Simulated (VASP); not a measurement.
Runs of VASP 6.6.1 on Cu. The structure is that of space group P6_3/mmc (No. 194), or close to it. The cells are those of the table. 

```tsv
task	level	potentials or basis	spin	U	fixed moment (μB)	cell	k mesh	cutoff (eV)	smearing	second run	gap on the mesh (eV)	pressure (GPa)
single point	PBEsol	VASP PAW PBE potentials, release 64 (Cu)	off	-	-	a = 2.534, b = 2.534, c = 4.113 Å, angles 90.0, 90.0, 120.0°, 2 atoms	6 × 6 × 4	600	gaussian 0.1 eV	-	none	-0.4
single point	PBE+U	VASP PAW PBE potentials, release 64 (Cu)	off	Cu d U = 7.8 eV	-	a = 2.534, b = 2.534, c = 4.113 Å, angles 90.0, 90.0, 120.0°, 2 atoms	5 × 5 × 3	520	gaussian 0.1 eV	-	none	2.7
single point	PBE	VASP PAW PBE potentials, release 64 (Cu)	off	-	-	a = 2.534, b = 2.534, c = 4.113 Å, angles 90.0, 90.0, 120.0°, 2 atoms	6 × 6 × 4	520	gaussian 0.1 eV	-	none	8.6
single point	PBE	VASP PAW PBE potentials, release 64 (Cu)	off	-	-	a = 2.842, b = 2.842, c = 4.612 Å, angles 90.0, 90.0, 120.0°, 2 atoms	6 × 6 × 4	600	fermi-dirac 0.068 eV	-	none	(b)
relaxation of the atoms	PBE	VASP PAW PBE potentials, release 64 (Cu_sv_GW)	off	-	-	atoms relaxed from a = 2.534, b = 2.534, c = 4.113 Å, angles 90.0, 90.0, 120.0°, 2 atoms	2 × 2 × 4, shifted	610	gaussian 0.1 eV	valence_matched	none	1.0
single point	PBE	VASP PAW PBE potentials, release 64 (Cu)	collinear, zero start	-	0.0	a = 2.534, b = 2.534, c = 4.113 Å, angles 90.0, 90.0, 120.0°, 2 atoms	6 × 6 × 4	600	gaussian 0.1 eV	-	-	8.3
single point	PBE	VASP PAW PBE potentials, release 64 (Cu)	off	-	-	a = 2.534, b = 2.534, c = 4.113 Å, angles 90.0, 90.0, 120.0°, 2 atoms	6 × 6 × 4	600	gaussian 0.1 eV	-	none	8.2
single point	LDA	VASP PAW LDA potentials, release 64 (Cu)	off	-	-	a = 2.534, b = 2.534, c = 4.113 Å, angles 90.0, 90.0, 120.0°, 2 atoms	3 × 3 × 1	600	fermi-dirac 0.036 eV	-	none	(a)
```

Question: Fill in the values left out.

Answer: (a) -10.1; (b) -18.6.

Caveats: all runs use coarse meshes; the PAW data sets were made with another functional, which shifts forces and pressure a little (some runs); U without spin polarisation on a metal has little footing (some runs); the U is typed as a test and isn't derived for this compound (some runs); the relaxation stopped at its first step, so nothing moved (some runs); the total moment is fixed, so each spin has its own Fermi level (some runs).

A gap of «none» marks levels without a gap at the run's occupations.

The runs don't all hold the same shells in valence.
